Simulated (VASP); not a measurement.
# Bi2B (Pnnm) in VASP: notebook

Runs on Bi2B. Level: PBE. Tasks: single point.

All numbers are computed with VASP 6.6.1; they aren't measurements. Logs are shortened: lines on timing, memory, paths and dates and some standing lists are left out, and cuts for length are marked.

**1. The cell of the first run**

It takes space group Pnnm (No. 58, orthorhombic). The conventional cell has a = 5.577 Å, b = 6.914 Å, c = 3.721 Å, α = 90.00°, β = 90.00°, γ = 90.00°. B (site symmetry 2/m) has 6 Bi at 2.56 to 2.82 Å within 3.4 Å. Within 4.0 Å of Bi (site symmetry m) lie 3 B at 2.56 to 2.82 Å and 12 Bi at 3.29 to 3.93 Å.

**2. Single point, PBE**

INCAR reads:

```
SYSTEM = Bi2B
ALGO = Fast
EDIFF = 1E-7
ENCUT = 520
GGA = PE
ISIF = 2
ISMEAR = 0
LASPH = .TRUE.
LCHARG = .TRUE.
LELF = .TRUE.
LREAL = .FALSE.
LVHAR = .TRUE.
LWAVE = .FALSE.
NBANDS = 42
NELM = 100
PREC = Accurate
SIGMA = 0.1
```

KPOINTS reads:

```
k-points
0
G
  6 6 10
  0 0 0
```

POSCAR reads:

```
Bi2B
1.0
    5.5766014942      0.0000000000      0.0000000000
    0.0000000000      6.9143527516      0.0000000000
    0.0000000000      0.0000000000      3.7206840313
B Bi
2 4
Direct
    0.5000000000      0.5000000000      0.5000000000
    0.0000000000      0.0000000000      0.0000000000
    0.2615758081      0.8595673740      0.5000000000
    0.7615758081      0.6404326260      0.0000000000
    0.7384241919      0.1404326260      0.5000000000
    0.2384241919      0.3595673740      0.0000000000
```

Potentials or basis: VASP PAW PBE potentials, release 64 (B, Bi_d).

Run with:

```
$ cat potpaw_PBE.64/B/POTCAR potpaw_PBE.64/Bi_d/POTCAR > POTCAR
$ mpirun -np 1 vasp_std > vasp.out
```

OUTCAR:

```text
SYSTEM = Bi2B
   EDIFF = 1E-7
   ENCUT = 520
   GGA = PE
   ISIF = 2
   ISMEAR = 0
   LASPH = .TRUE.
   LREAL = .FALSE.
   NELM = 100
   PREC = Accurate

 ion  position               nearest neighbor table
   1  0.500  0.500  0.500-   4 2.56   6 2.56   4 2.56   6 2.56   5 2.82   3 2.82
   2  0.000  0.000  0.000-   3 2.56   5 2.56   3 2.56   5 2.56   4 2.82   6 2.82
   3  0.262  0.860  0.500-   2 2.56   2 2.56   1 2.82   5 3.29   5 3.50   4 3.68   4 3.68   4 3.68
                             4 3.68
   4  0.762  0.640  0.000-   1 2.56   1 2.56   2 2.82   6 3.29   6 3.50   3 3.68   3 3.68   3 3.68
                             3 3.68
   5  0.738  0.140  0.500-   2 2.56   2 2.56   1 2.82   3 3.29   3 3.50   6 3.68   6 3.68   6 3.68
                             6 3.68
   6  0.238  0.360  0.000-   1 2.56   1 2.56   2 2.82   4 3.29   4 3.50   5 3.68   5 3.68   5 3.68
                             5 3.68

  LATTYP: Found a simple orthorhombic cell.
 ALAT       =     3.7206840313
 B/A-ratio  =     1.4988108228
 C/A-ratio  =     1.8583552630

  Lattice vectors:

 A1 = (   0.0000000000,   0.0000000000,   3.7206840313)
 A2 = (   5.5766014942,   0.0000000000,   0.0000000000)
 A3 = (   0.0000000000,   6.9143527516,   0.0000000000)

Analysis of symmetry for initial positions (statically):
=====================================================================
 Subroutine PRICEL returns:
 Original cell was already a primitive cell.

 Routine SETGRP: Setting up the symmetry group for a
 simple orthorhombic supercell.

 Subroutine GETGRP returns: Found  8 space group operations
 (whereof  4 operations were pure point group operations)
 out of a pool of  8 trial point group operations.

The static configuration has the point symmetry C_2h.
 The point group associated with its full space group is D_2h.

Analysis of symmetry for dynamics (positions and initial velocities):
=====================================================================
 Subroutine PRICEL returns:
 Original cell was already a primitive cell.

 Routine SETGRP: Setting up the symmetry group for a
 simple orthorhombic supercell.

 Subroutine GETGRP returns: Found  8 space group operations
 (whereof  4 operations were pure point group operations)
 out of a pool of  8 trial point group operations.

The dynamic configuration has the point symmetry C_2h.
 The point group associated with its full space group is D_2h.

 Subroutine INISYM returns: Found  8 space group operations
 (whereof  4 operations are pure point group operations),
 and found     1 'primitive' translations

----------------------------------------------------------------------------------------

                                     Primitive cell

  volume of cell :     143.4643

  direct lattice vectors                    reciprocal lattice vectors
     5.576601494  0.000000000  0.000000000     0.179320685  0.000000000  0.000000000
     0.000000000  6.914352752  0.000000000     0.000000000  0.144626697  0.000000000
     0.000000000  0.000000000  3.720684031     0.000000000  0.000000000  0.268767783

  length of vectors
     5.576601494  6.914352752  3.720684031     0.179320685  0.144626697  0.268767783

  position of ions in fractional coordinates (direct lattice)
     0.500000000  0.500000000  0.500000000
     0.000000000  0.000000000  0.000000000
     0.261575808  0.859567374  0.500000000
     0.761575808  0.640432626  0.000000000
     0.738424192  0.140432626  0.500000000
     0.238424192  0.359567374  0.000000000

  ion indices of the primitive-cell ions
   primitive index   ion index
                 1           1
                 2           2
                 3           3
                 4           4
                 5           5
                 6           6

----------------------------------------------------------------------------------------

 KPOINTS: k-points

Automatic generation of k-mesh.
 Grid dimensions read from file:
 generate k-points for:    6    6   10

 Generating k-lattice:

  Cartesian coordinates                     Fractional coordinates (reciprocal lattice)
     0.029886781  0.000000000  0.000000000     0.166666667  0.000000000  0.000000000
     0.000000000  0.024104449  0.000000000     0.000000000  0.166666667  0.000000000
     0.000000000  0.000000000  0.026876778     0.000000000  0.000000000  0.100000000

  Length of vectors
     0.029886781  0.024104449  0.026876778

  Shift w.r.t. Gamma in fractional coordinates (k-lattice)
     0.000000000  0.000000000  0.000000000

 Subroutine IBZKPT returns following result:
 ===========================================

 Found     96 irreducible k-points:

 Following reciprocal coordinates:
            Coordinates               Weight
  0.000000  0.000000  0.000000      1.000000
  0.166667  0.000000  0.000000      2.000000
  0.333333  0.000000  0.000000      2.000000
  0.500000  0.000000  0.000000      1.000000
  0.000000  0.166667  0.000000      2.000000
  0.166667  0.166667  0.000000      4.000000
[... 16 lines left out ...]
  0.333333  0.166667  0.100000      8.000000
  0.500000  0.166667  0.100000      4.000000
 [... further k-points ...]
   k-points           NKPTS =     96   k-points in BZ     NKDIM =     96   number of bands    NBANDS=     42
   number of dos      NEDOS =    301   number of ions     NIONS =      6
   total plane-waves  NPLWV =  63504
   dimension x,y,z NGX =    42 NGY =   54 NGZ =   28
   dimension x,y,z NGXF=    84 NGYF=  108 NGZF=   56
   ions per type =               2   4
   NGX,Y,Z   is equivalent  to a cutoff of  12.52, 12.98, 12.51 a.u.
   NGXF,Y,Z  is equivalent  to a cutoff of  25.04, 25.97, 25.02 a.u.
 SYSTEM =  Bi2B
   PREC   = accura    normal or accurate (medium, high low for compatibility)
   ISTART =      0    job   : 0-new  1-cont  2-samecut
   ICHARG =      2    charge: 1-file 2-atom 10-const
   ISPIN  =      1    spin polarized calculation?
   LNONCOLLINEAR =      F non collinear calculations
   LSORBIT =      F    spin-orbit coupling
   LASPH  =      T    aspherical Exc in radial PAW
   ENCUT  =  520.0 eV  38.22 Ry    6.18 a.u.  10.37 12.86  6.92*2*pi/ulx,y,z
   NELM   =    100;   NELMIN=  2; NELMDL= -5     # of ELM steps
   EDIFF  = 0.1E-06   stopping-criterion for ELM
   LREAL  =      F    real-space projection
   EDIFFG = 0.1E-05   stopping-criterion for IOM
   NSW    =      0    number of steps for IOM
   IBRION =     -1    ionic relax: 0-MD 1-quasi-New 2-CG
   NFREE  =      0    steps in history (QN), initial steepest desc. (CG)
   ISIF   =      2    stress and relaxation
   ISYM   =      2    0-nonsym 1-usesym 2-fastsym
   POTIM  = 0.5000    time-step for ionic-motion
   TEBEG  =    0.0;   TEEND  =   0.0 temperature during run
   PSTRESS=    0.0 pullay stress
   NELECT =      66.0000    total number of electrons
   NUPDOWN=      -1.0000    fix difference up-down
   EMIN   =  10.00;   EMAX   =-10.00  energy-range for DOS
   EFERMI =   0.00;   METHOD = LEGACY
   ISMEAR =     0;   SIGMA  =   0.10  broadening in eV -4-tet -1-fermi 0-gaus
   EFERMI_NEDOS =   21; number of points for ismear=-14 and -15
   IALGO  =     68    algorithm
   IMIX   =      4    mixing-type and parameters
     AMIX     =   0.40;   BMIX     =  1.00
     AMIX_MAG =   1.60;   BMIX_MAG =  1.00
  volume/ion in A,a.u.               =      23.91       161.36
  Fermi-wavevector in a.u.,A,eV,Ry     =   1.263790  2.388216 21.730743  1.597165
  Thomas-Fermi vector in A             =   2.397128
   LORBIT       =      0    0 simple, 1 ext, 2 COOP (PROOUT), +10 PAW based schemes
   GGA     = PE    functional components
   LHFCALC =     F    Hartree Fock is set to
   AEXX    =    0.0000 exact exchange contribution
   IVDW    =     0    specifies the selected vdW correction
   LEPSILON=     F    determine dielectric tensor
   LRPA    =     F    only Hartree local field effects (RPA)
 non-spin polarized calculation
 RMM-DIIS sequential band-by-band and
 Gauss-broadening in eV      SIGMA  =   0.10
  energy-cutoff  :      520.00
  volume of cell :      143.46
 maximum number of plane-waves:      3904
 NGX is ok and might be reduce to    42
   NGX = 21   NGY = 25   NGZ = 13

 number of electron      66.0000026 magnetization

 Free energy of the ion-electron system (eV)
  ---------------------------------------------------
  ext. energy  EPLUGINS =         0.00000000
  ---------------------------------------------------
  free energy    TOTEN  =       -24.17875120 eV

  energy without entropy =      -24.16631048  energy(sigma->0) =      -24.17253084

 E-fermi :   7.5497     XC(G=0): -10.3020

 val. band max:        7.5435916302   @ k =   0.5000   0.3333   0.3000
 cond. band min:       7.5529638753   @ k =   0.0000   0.3333   0.2000
 fundamental gap:      0.0093722451
 Fermi energy:         7.5496944722

 k-point     1 :       0.0000    0.0000    0.0000
  band No.  band energies     occupation
      1     -15.5497      2.00000
      2     -15.5275      2.00000
      3     -15.4962      2.00000
      4     -15.4951      2.00000
      5     -15.4854      2.00000
      6     -15.4740      2.00000
[... 34 lines left out ...]
     41      12.4358      0.00000
     42      12.7260      0.00000

 k-point     2 :       0.1667    0.0000    0.0000
  band No.  band energies     occupation
      1     -15.5477      2.00000
      2     -15.5313      2.00000
      3     -15.4966      2.00000
      4     -15.4876      2.00000
      5     -15.4804      2.00000
      6     -15.4803      2.00000
[... 34 lines left out ...]
     41      12.1779      0.00000
     42      12.4608      0.00000

 k-point     3 :       0.3333    0.0000    0.0000
  band No.  band energies     occupation
      1     -15.5433      2.00000
      2     -15.5372      2.00000
      3     -15.4943      2.00000
      4     -15.4877      2.00000
      5     -15.4780      2.00000
      6     -15.4721      2.00000
[... 897 lines left out ...]
      4     -15.4887      2.00000
      5     -15.4780      2.00000
      6     -15.4718      2.00000
[... 34 lines left out ...]
     41      11.9734      0.00000
     42      12.8972      0.00000

 k-point    24 :       0.5000    0.1667    0.1000
  band No.  band energies     occupation
      1     -15.5356      2.00000
      2     -15.5356      2.00000
      3     -15.4909      2.00000
      4     -15.4909      2.00000
      5     -15.4771      2.00000
      6     -15.4771      2.00000
[... 34 lines left out ...]
     41      12.3342      0.00000
     42      12.3392      0.00000

 [... further k-points ...]

------------------------ aborting loop because EDIFF is reached ----------------------------------------

  FORCE on cell =-STRESS in cart. coord.  units (eV):
  Direction    XX          YY          ZZ          XY          YZ          ZX
  --------------------------------------------------------------------------------------
  -------------------------------------------------------------------------------------
  Total       -0.0398494     -0.0361256     -0.0176172      0.0000000      0.0000000      0.0000000
  in kB       -0.4450290     -0.4034429     -0.1967453      0.0000000      0.0000000      0.0000000
  external PRESSURE =      -0.3484057 kB  Pullay stress =       0.0000000 kB

 VOLUME and BASIS-vectors are now :
 -----------------------------------------------------------------------------
  energy-cutoff  :      520.00
  volume of cell :      143.46
      direct lattice vectors                 reciprocal lattice vectors
     5.576601494  0.000000000  0.000000000     0.179320685  0.000000000  0.000000000
     0.000000000  6.914352752  0.000000000     0.000000000  0.144626697  0.000000000
     0.000000000  0.000000000  3.720684031     0.000000000  0.000000000  0.268767783

 POSITION                                       TOTAL-FORCE (eV/Angst)
 -----------------------------------------------------------------------------------
      2.78830      3.45718      1.86034         0.000000      0.000000      0.000000
      0.00000      0.00000      0.00000         0.000000      0.000000      0.000000
      1.45870      5.94335      1.86034        -0.000275     -0.001703      0.000000
      4.24700      4.42818      0.00000        -0.000275      0.001703      0.000000
      4.11790      0.97100      1.86034         0.000275      0.001703     -0.000000
      1.32960      2.48618      0.00000         0.000275     -0.001703     -0.000000
 -----------------------------------------------------------------------------------
    total drift:                                0.000000     -0.000000      0.000000

  FREE ENERGIE OF THE ION-ELECTRON SYSTEM (eV)
  ---------------------------------------------------
  free  energy   TOTEN  =       -24.1787512040 eV

  energy  without entropy=      -24.1663104768  energy(sigma->0) =      -24.17253084
```

Run time: 14 min. Hardware: 1 thread of AMD EPYC 7R13, shared host; peak memory 0.51 GiB.

What came out:

```
Free energy            : -24.1788 eV
Pressure               : 0.0 GPa
Band gap on the k mesh : zero (bands 33 and 34 overlap by 3.04 eV)
```

Levels at points of the mesh, in eV from the Fermi level:
| k point | band 29 | band 30 | band 31 | band 32 | band 33 | band 34 | band 35 | band 36 | band 37 | band 38 |
| --- | --- | --- | --- | --- | --- | --- | --- | --- | --- | --- |
| (0.00, 0.00, 0.00) | -3.19 | -2.22 | -0.55 | 0.41 | 1.61 | 1.72 | 1.86 | 1.87 | 1.96 | 2.18 |
| (0.50, 0.00, 0.00) | -1.31 | -1.31 | -0.07 | -0.07 | 0.72 | 0.72 | 1.64 | 1.64 | 1.81 | 1.81 |
| (0.00, 0.50, 0.00) | -1.57 | -1.57 | -1.34 | -1.34 | -0.20 | -0.20 | 2.75 | 2.75 | 2.80 | 2.80 |
| (0.50, 0.50, 0.00) | -1.21 | -1.21 | -0.91 | -0.91 | 0.31 | 0.31 | 1.46 | 1.46 | 2.26 | 2.26 |
| (0.00, 0.00, 0.50) | -3.46 | -3.46 | -1.69 | -1.69 | -0.89 | -0.89 | 0.09 | 0.09 | 0.41 | 0.41 |
| (0.50, 0.00, 0.50) | -3.68 | -3.68 | -2.83 | -2.83 | 1.13 | 1.13 | 1.72 | 1.72 | 2.72 | 2.72 |
| (0.00, 0.50, 0.50) | -3.81 | -3.81 | -1.84 | -1.84 | -1.20 | -1.20 | 1.04 | 1.04 | 2.18 | 2.18 |
| (0.50, 0.50, 0.50) | -2.18 | -2.18 | -1.75 | -1.75 | -0.48 | -0.48 | 0.39 | 0.39 | 2.59 | 2.59 |

Caveat: spin-orbit coupling is left out, which moves the levels of the heavy elements.

**3. Single point, PBE**

INCAR reads:

```
SYSTEM = Bi2B
ALGO = Fast
EDIFF = 1E-6
ENCUT = 520
GGA = PE
ISIF = 2
ISMEAR = 0
LASPH = .True.
LCHARG = .False.
LREAL = .False.
LWAVE = .False.
NBANDS = 42
NELM = 100
PREC = Accurate
SIGMA = 0.1
```

KPOINTS reads:

```
k-points
0
Gamma
  8 6 10
  0 0 0
```

POSCAR reads:

```
Bi2B
1.0
    5.5418798995      0.0000000000      0.0000000000
    0.0000000000      6.9457017002      0.0000000000
    0.0000000000      0.0000000000      3.7260143250
B Bi
2 4
Direct
    0.5000000000      0.5000000000      0.5000000000
    0.0000000000      0.0000000000      0.0000000000
    0.2612131884      0.8585107680      0.5000000000
    0.7612131884      0.6414892320      0.0000000000
    0.7387868116      0.1414892320      0.5000000000
    0.2387868116      0.3585107680      0.0000000000
```

Potentials or basis: VASP PAW PBE potentials, release 64 (B, Bi_d).

Run with:

```
$ cat potpaw_PBE.64/B/POTCAR potpaw_PBE.64/Bi_d/POTCAR > POTCAR
$ mpirun -np 1 vasp_std > vasp.out
```

OUTCAR:

```text
SYSTEM = Bi2B
   EDIFF = 1E-6
   ENCUT = 520
   GGA = PE
   ISIF = 2
   ISMEAR = 0
   LASPH = .True.
   LREAL = .False.
   NELM = 100
   PREC = Accurate

 ion  position               nearest neighbor table
   1  0.500  0.500  0.500-   4 2.56   6 2.56   4 2.56   6 2.56   5 2.82   3 2.82
   2  0.000  0.000  0.000-   3 2.56   5 2.56   3 2.56   5 2.56   4 2.82   6 2.82
   3  0.261  0.859  0.500-   2 2.56   2 2.56   1 2.82   5 3.30   5 3.50   4 3.66   4 3.66   4 3.66
                             4 3.66
   4  0.761  0.641  0.000-   1 2.56   1 2.56   2 2.82   6 3.30   6 3.50   3 3.66   3 3.66   3 3.66
                             3 3.66
   5  0.739  0.141  0.500-   2 2.56   2 2.56   1 2.82   3 3.30   3 3.50   6 3.66   6 3.66   6 3.66
                             6 3.66
   6  0.239  0.359  0.000-   1 2.56   1 2.56   2 2.82   4 3.30   4 3.50   5 3.66   5 3.66   5 3.66
                             5 3.66

  LATTYP: Found a simple orthorhombic cell.
 ALAT       =     3.7260143250
 B/A-ratio  =     1.4873479853
 C/A-ratio  =     1.8641103051

  Lattice vectors:

 A1 = (   0.0000000000,   0.0000000000,   3.7260143250)
 A2 = (   5.5418798995,   0.0000000000,   0.0000000000)
[... 192 lines left out ...]
 fundamental gap:      0.0267863882
 Fermi energy:         7.5363422849

 k-point     1 :       0.0000    0.0000    0.0000
  band No.  band energies     occupation
      1     -15.5445      2.00000
      2     -15.5205      2.00000
      3     -15.4932      2.00000
      4     -15.4928      2.00000
      5     -15.4777      2.00000
      6     -15.4693      2.00000
[... 1069 lines left out ...]
     41      11.9388      0.00000
     42      12.4452      0.00000

 [... further k-points ...]

------------------------ aborting loop because EDIFF is reached ----------------------------------------

  FORCE on cell =-STRESS in cart. coord.  units (eV):
  Direction    XX          YY          ZZ          XY          YZ          ZX
  --------------------------------------------------------------------------------------
  -------------------------------------------------------------------------------------
  Total        0.0000146     -0.0199762     -0.0308676      0.0000000      0.0000000      0.0000000
  in kB        0.0001634     -0.2231542     -0.3448223      0.0000000      0.0000000      0.0000000
  external PRESSURE =      -0.1892710 kB  Pullay stress =       0.0000000 kB

 VOLUME and BASIS-vectors are now :
 -----------------------------------------------------------------------------
  energy-cutoff  :      520.00
  volume of cell :      143.42
      direct lattice vectors                 reciprocal lattice vectors
     5.541879899  0.000000000  0.000000000     0.180444185  0.000000000  0.000000000
     0.000000000  6.945701700  0.000000000     0.000000000  0.143973934  0.000000000
     0.000000000  0.000000000  3.726014325     0.000000000  0.000000000  0.268383295

 POSITION                                       TOTAL-FORCE (eV/Angst)
 -----------------------------------------------------------------------------------
      2.77094      3.47285      1.86301         0.000000      0.000000      0.000000
      0.00000      0.00000      0.00000         0.000000      0.000000      0.000000
      1.44761      5.96296      1.86301        -0.000256     -0.001280     -0.000000
      4.21855      4.45559      0.00000        -0.000256      0.001280     -0.000000
      4.09427      0.98274      1.86301         0.000256      0.001280      0.000000
      1.32333      2.49011      0.00000         0.000256     -0.001280      0.000000
 -----------------------------------------------------------------------------------
    total drift:                                0.000000      0.000000     -0.000000

  FREE ENERGIE OF THE ION-ELECTRON SYSTEM (eV)
  ---------------------------------------------------
  free  energy   TOTEN  =       -24.1888904331 eV

  energy  without entropy=      -24.1775742485  energy(sigma->0) =      -24.18323234
```

stdout:

```text
POSCAR found type information on POSCAR B Bi
 POSCAR found :  2 types and       6 ions
 scaLAPACK will be used
 LDA part: xc-table for (Slater+PW92), standard interpolation
 POSCAR, INCAR and KPOINTS ok, starting setup
 FFT: planning ... GRIDC
 FFT: planning ... GRID_SOFT
 FFT: planning ... GRID
 WAVECAR not read
 entering main loop
```

It took 14 min on 1 thread of AMD EPYC 7R13, shared host; peak memory 0.59 GiB.

What came out:

| Quantity | Value |
| --- | --- |
| Free energy | -24.1889 eV |
| Pressure | 0.0 GPa |
| Band gap on the k mesh | zero (bands 33 and 34 overlap by 2.88 eV) |

Caveat: spin-orbit coupling is left out, which moves the levels of the heavy elements.
